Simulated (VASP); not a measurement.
# ScAl2 (R-3m) in VASP: single point with r2SCAN

Aim: the single point of ScAl2 with r2SCAN.

Program: VASP 6.6.1. These are calculated values, not measurements. Logs are shortened: lines on timing, memory, paths and dates and some standing lists are left out, and cuts for length are marked.

### 1 The cell of the first run

Symmetry: R-3m, No. 166, trigonal system. The conventional cell has a = 5.449 Å, b = 5.449 Å, c = 12.968 Å, α = 90.00°, β = 90.00°, γ = 120.00°. Sc (site symmetry 3m) has 12 Al at 3.12 to 3.19 Å and 4 Sc at 3.25 to 3.32 Å within 4.1 Å. Al (site symmetry 2/m) has 6 Al at 2.67 to 2.72 Å and 6 Sc at 3.12 to 3.17 Å within 3.5 Å. Within 3.5 Å of Al (site symmetry -3m) lie 6 Al at 2.67 Å and 6 Sc at 3.19 Å.

### 2 Single point, r2SCAN (biaxial strain in the a-b plane: +2.0 %, then relaxed in part)

POSCAR reads:

```
ScAl2
1.0
    0.0000000000      3.8532057386      3.8532057386
    3.8532057386      0.0000000000      3.8532057386
    3.7800890903      3.7800890903      0.0731166483
Sc Al
2 4
Direct
    0.4995158165      0.4995158165      0.5014525506
    0.7504841835      0.7504841835      0.7485474494
    0.1250000000      0.1250000000      0.1250000000
    0.6250000000      0.1250000000      0.1250000000
    0.1250000000      0.6250000000      0.1250000000
    0.1250000000      0.1250000000      0.6250000000
```

INCAR.step1 reads:

```
ALGO = Normal
EDIFF = 1E-4
ENCUT = 520
GGA = PE
ISMEAR = 0
LASPH = True
LCHARG = False
LREAL = False
LWAVE = True
NBANDS = 26
NELM = 60
PREC = Accurate
SIGMA = 0.1
```

INCAR.step2 reads:

```
ALGO = Normal
EDIFF = 1E-6
ENCUT = 520
ISIF = 2
ISMEAR = 0
ISTART = 1
LASPH = True
LCHARG = False
LMIXTAU = True
LREAL = False
LWAVE = False
METAGGA = R2SCAN
NBANDS = 26
NELM = 60
PREC = Accurate
SIGMA = 0.1
```

KPOINTS reads:

```
k-points
0
Gamma
  8 8 8
```

Potentials or basis: VASP PAW PBE potentials, release 64 (Sc_sv, Al).

Run with:

```sh
$ cat potpaw_PBE.64/Sc_sv/POTCAR potpaw_PBE.64/Al/POTCAR > POTCAR
$ cp INCAR.step1 INCAR
$ mpirun -np 1 vasp_std > vasp.out
$ cp INCAR.step2 INCAR
$ mpirun -np 1 vasp_std > vasp.out
```

OUTCAR:

```text
EDIFF = 1E-6
   ENCUT = 520
   ISIF = 2
   ISMEAR = 0
   ISTART = 1
   LASPH = True
   LREAL = False
   METAGGA = R2SCAN
   NELM = 60
   PREC = Accurate

 ion  position               nearest neighbor table
   1  0.500  0.500  0.501-   4 3.12   5 3.12   3 3.12   4 3.17   5 3.17   3 3.17   3 3.17   4 3.17
                             5 3.17   6 3.19   6 3.19   6 3.19   2 3.25   2 3.32   2 3.32   2 3.32
   2  0.750  0.750  0.749-   4 3.12   5 3.12   3 3.12   4 3.17   5 3.17   3 3.17   3 3.17   5 3.17
                             4 3.17   6 3.19   6 3.19   6 3.19   1 3.25   1 3.32   1 3.32   1 3.32
   3  0.125  0.125  0.125-   6 2.67   6 2.67   4 2.72   5 2.72   5 2.72   4 2.72   1 3.12   2 3.12
                             1 3.17   2 3.17   1 3.17   2 3.17
   4  0.625  0.125  0.125-   6 2.67   6 2.67   5 2.72   3 2.72   5 2.72   3 2.72   1 3.12   2 3.12
                             2 3.17   1 3.17   1 3.17   2 3.17
   5  0.125  0.625  0.125-   6 2.67   6 2.67   3 2.72   4 2.72   3 2.72   4 2.72   1 3.12   2 3.12
                             1 3.17   2 3.17   1 3.17   2 3.17
   6  0.125  0.125  0.625-   4 2.67   5 2.67   5 2.67   4 2.67   3 2.67   3 2.67   1 3.19   2 3.19
                             1 3.19   2 3.19   1 3.19   2 3.19

  LATTYP: Found a trigonal (rhomboedric) cell.
 ALAT       =     5.3463532530
 COS(alpha) =     0.4805675286

  Lattice vectors:

 A1 = (   3.7800890903,  -0.0731166483,  -3.7800890903)
 A2 = (  -0.0731166483,   3.7800890903,  -3.7800890903)
 A3 = (   3.7800890903,   3.7800890903,   0.0731166483)

Analysis of symmetry for initial positions (statically):
=====================================================================
 Subroutine PRICEL returns:
 Original cell was already a primitive cell.

 Routine SETGRP: Setting up the symmetry group for a
 trigonal (rhombohedral) supercell.

 Subroutine GETGRP returns: Found 12 space group operations
 (whereof  6 operations were pure point group operations)
 out of a pool of 12 trial point group operations.

The static configuration has the point symmetry C_3v.
 The point group associated with its full space group is D_3d.

Analysis of symmetry for dynamics (positions and initial velocities):
=====================================================================
 Subroutine PRICEL returns:
 Original cell was already a primitive cell.

 Routine SETGRP: Setting up the symmetry group for a
 trigonal (rhombohedral) supercell.

 Subroutine GETGRP returns: Found 12 space group operations
 (whereof  6 operations were pure point group operations)
 out of a pool of 12 trial point group operations.

The dynamic configuration has the point symmetry C_3v.
 The point group associated with its full space group is D_3d.

 Subroutine INISYM returns: Found 12 space group operations
 (whereof  6 operations are pure point group operations),
 and found     1 'primitive' translations

----------------------------------------------------------------------------------------

                                     Primitive cell

  volume of cell :     111.1619

  direct lattice vectors                    reciprocal lattice vectors
     0.000000000  3.853205739  3.853205739    -0.131029304  0.128494860  0.131029304
     3.853205739  0.000000000  3.853205739     0.128494860 -0.131029304  0.131029304
     3.780089090  3.780089090  0.073116648     0.133563748  0.133563748 -0.133563748

  length of vectors
     5.449255814  5.449255814  5.346353253     0.225495646  0.225495646  0.231339198

  position of ions in fractional coordinates (direct lattice)
     0.499515817  0.499515817  0.501452551
     0.750484183  0.750484183  0.748547449
     0.125000000  0.125000000  0.125000000
     0.625000000  0.125000000  0.125000000
     0.125000000  0.625000000  0.125000000
     0.125000000  0.125000000  0.625000000

  ion indices of the primitive-cell ions
   primitive index   ion index
                 1           1
                 2           2
                 3           3
                 4           4
                 5           5
                 6           6

----------------------------------------------------------------------------------------

 KPOINTS: k-points

Automatic generation of k-mesh.
 Grid dimensions read from file:
 generate k-points for:    8    8    8

 Generating k-lattice:

  Cartesian coordinates                     Fractional coordinates (reciprocal lattice)
    -0.016378663  0.016061858  0.016378663     0.125000000  0.000000000  0.000000000
     0.016061858 -0.016378663  0.016378663     0.000000000  0.125000000  0.000000000
     0.016695469  0.016695469 -0.016695469     0.000000000  0.000000000  0.125000000

  Length of vectors
     0.028186956  0.028186956  0.028917400

  Shift w.r.t. Gamma in fractional coordinates (k-lattice)
     0.000000000  0.000000000  0.000000000

 Subroutine IBZKPT returns following result:
 ===========================================

 Found     65 irreducible k-points:

 Following reciprocal coordinates:
            Coordinates               Weight
  0.000000  0.000000  0.000000      1.000000
  0.125000  0.000000 -0.000000      6.000000
  0.250000  0.000000 -0.000000      6.000000
  0.375000  0.000000  0.000000      6.000000
  0.500000  0.000000 -0.000000      3.000000
  0.125000  0.125000 -0.000000      6.000000
[... 16 lines left out ...]
  0.250000  0.000000  0.125000      6.000000
  0.375000  0.000000  0.125000      6.000000
 [... further k-points ...]
   k-points           NKPTS =     65   k-points in BZ     NKDIM =     65   number of bands    NBANDS=     26
   number of dos      NEDOS =    301   number of ions     NIONS =      6
   total plane-waves  NPLWV =  70560
   dimension x,y,z NGX =    42 NGY =   42 NGZ =   40
   dimension x,y,z NGXF=    84 NGYF=   84 NGZF=   80
   ions per type =               2   4
   NGX,Y,Z   is equivalent  to a cutoff of  12.81, 12.81, 12.44 a.u.
   NGXF,Y,Z  is equivalent  to a cutoff of  25.63, 25.63, 24.88 a.u.
 SYSTEM =  unknown system
   PREC   = accura    normal or accurate (medium, high low for compatibility)
   ISTART =      1    job   : 0-new  1-cont  2-samecut
   ICHARG =      0    charge: 1-file 2-atom 10-const
   ISPIN  =      1    spin polarized calculation?
   LNONCOLLINEAR =      F non collinear calculations
   LSORBIT =      F    spin-orbit coupling
   LASPH  =      T    aspherical Exc in radial PAW
   ENCUT  =  520.0 eV  38.22 Ry    6.18 a.u.  10.13 10.13  9.94*2*pi/ulx,y,z
   NELM   =     60;   NELMIN=  2; NELMDL=  0     # of ELM steps
   EDIFF  = 0.1E-05   stopping-criterion for ELM
   LREAL  =      F    real-space projection
   EDIFFG = 0.1E-04   stopping-criterion for IOM
   NSW    =      0    number of steps for IOM
   IBRION =     -1    ionic relax: 0-MD 1-quasi-New 2-CG
   NFREE  =      0    steps in history (QN), initial steepest desc. (CG)
   ISIF   =      2    stress and relaxation
   ISYM   =      2    0-nonsym 1-usesym 2-fastsym
   POTIM  = 0.5000    time-step for ionic-motion
   TEBEG  =    0.0;   TEEND  =   0.0 temperature during run
   PSTRESS=    0.0 pullay stress
   NELECT =      34.0000    total number of electrons
   NUPDOWN=      -1.0000    fix difference up-down
   EMIN   =  10.00;   EMAX   =-10.00  energy-range for DOS
   EFERMI =   0.00;   METHOD = LEGACY
   ISMEAR =     0;   SIGMA  =   0.10  broadening in eV -4-tet -1-fermi 0-gaus
   EFERMI_NEDOS =   21; number of points for ismear=-14 and -15
   IALGO  =     38    algorithm
   IMIX   =      4    mixing-type and parameters
     AMIX     =   0.40;   BMIX     =  1.00
     AMIX_MAG =   1.60;   BMIX_MAG =  1.00
  volume/ion in A,a.u.               =      18.53       125.03
  Fermi-wavevector in a.u.,A,eV,Ry     =   1.103018  2.084401 16.553506  1.216648
  Thomas-Fermi vector in A             =   2.239470
   LORBIT       =      0    0 simple, 1 ext, 2 COOP (PROOUT), +10 PAW based schemes
   METAGGA = R2SCAN    functional components
   LHFCALC =     F    Hartree Fock is set to
   AEXX    =    0.0000 exact exchange contribution
   IVDW    =     0    specifies the selected vdW correction
   LEPSILON=     F    determine dielectric tensor
   LRPA    =     F    only Hartree local field effects (RPA)
 non-spin polarized calculation
 Gauss-broadening in eV      SIGMA  =   0.10
  energy-cutoff  :      520.00
  volume of cell :      111.16
 maximum number of plane-waves:      3008
 NGX is ok and might be reduce to    42
   NGX = 21   NGY = 21   NGZ = 19

 number of electron      34.0000002 magnetization

 Free energy of the ion-electron system (eV)
  ---------------------------------------------------
  ext. energy  EPLUGINS =         0.00000000
  ---------------------------------------------------
  free energy    TOTEN  =       -52.85743019 eV

  energy without entropy =      -52.83360439  energy(sigma->0) =      -52.84551729

 E-fermi :   6.3077     XC(G=0): -10.8940

 val. band max:        6.3069103035   @ k =   0.3750   0.1250  -0.0000
 cond. band min:       6.3096804176   @ k =  -0.3750   0.5000   0.2500
 fundamental gap:      0.0027701141
 Fermi energy:         6.3077027605

 k-point     1 :       0.0000    0.0000    0.0000
  band No.  band energies     occupation
      1     -45.2937      2.00000
      2     -45.2579      2.00000
      3     -23.0006      2.00000
      4     -22.9914      2.00000
      5     -22.9913      2.00000
      6     -22.8976      2.00000
[... 18 lines left out ...]
     25       9.8267      0.00000
     26       9.8328      0.00000

 k-point     2 :       0.1250    0.0000   -0.0000
  band No.  band energies     occupation
      1     -45.2927      2.00000
      2     -45.2588      2.00000
      3     -23.0022      2.00000
      4     -22.9931      2.00000
      5     -22.9915      2.00000
      6     -22.8979      2.00000
[... 18 lines left out ...]
     25       9.6063      0.00000
[... 608 lines left out ...]
     25       9.4349      0.00000
     26       9.4979      0.00000

 k-point    24 :       0.3750    0.0000    0.1250
  band No.  band energies     occupation
      1     -45.2872      2.00000
      2     -45.2644      2.00000
      3     -23.0126      2.00000
      4     -23.0036      2.00000
      5     -22.9834      2.00000
      6     -22.9077      2.00000
[... 18 lines left out ...]
     25       9.5089      0.00000
     26       9.5446      0.00000

 [... further k-points ...]

------------------------ aborting loop because EDIFF is reached ----------------------------------------

  FORCE on cell =-STRESS in cart. coord.  units (eV):
  Direction    XX          YY          ZZ          XY          YZ          ZX
  --------------------------------------------------------------------------------------
  -------------------------------------------------------------------------------------
  Total       -1.8130060     -1.8130060     -1.8130060      0.9057005     -0.9057005     -0.9057005
  in kB      -26.1308796    -26.1308796    -26.1308796     13.0538739    -13.0538739    -13.0538739
  external PRESSURE =     -26.1308796 kB  Pullay stress =       0.0000000 kB

 VOLUME and BASIS-vectors are now :
 -----------------------------------------------------------------------------
  energy-cutoff  :      520.00
  volume of cell :      111.16
      direct lattice vectors                 reciprocal lattice vectors
     0.000000000  3.853205739  3.853205739    -0.131029304  0.128494860  0.131029304
     3.853205739  0.000000000  3.853205739     0.128494860 -0.131029304  0.131029304
     3.780089090  3.780089090  0.073116648     0.133563748  0.133563748 -0.133563748

 POSITION                                       TOTAL-FORCE (eV/Angst)
 -----------------------------------------------------------------------------------
      3.82027      3.82027      3.88614        -0.000269     -0.000269      0.000269
      5.72135      5.72135      5.83827         0.000269      0.000269     -0.000269
      0.95416      0.95416      0.97244        -0.000000     -0.000000     -0.000000
      0.95416      2.88076      2.89904         0.000000      0.000000     -0.000000
      2.88076      0.95416      2.89904         0.000000     -0.000000     -0.000000
      2.84421      2.84421      1.00900         0.000000      0.000000     -0.000000
 -----------------------------------------------------------------------------------
    total drift:                               -0.000000     -0.000000     -0.000000

  FREE ENERGIE OF THE ION-ELECTRON SYSTEM (eV)
  ---------------------------------------------------
  free  energy   TOTEN  =       -52.8574301927 eV

  energy  without entropy=      -52.8336043950  energy(sigma->0) =      -52.84551729
```

Run time: 7.7 min. Hardware: 1 thread of AMD EPYC 9R45 (Zen 5), shared host; peak memory 0.34 GiB.

Results:

```
Free energy            : -52.8574 eV
Pressure               : -2.6 GPa
Band gap on the k mesh : zero (bands 17 and 18 overlap by 2.50 eV)
```

Caveat: the cell differs from its parent crystal (biaxial strain in the a-b plane: +2.0 %, then relaxed in part); the PAW data sets were made with another functional, which shifts forces and pressure a little.
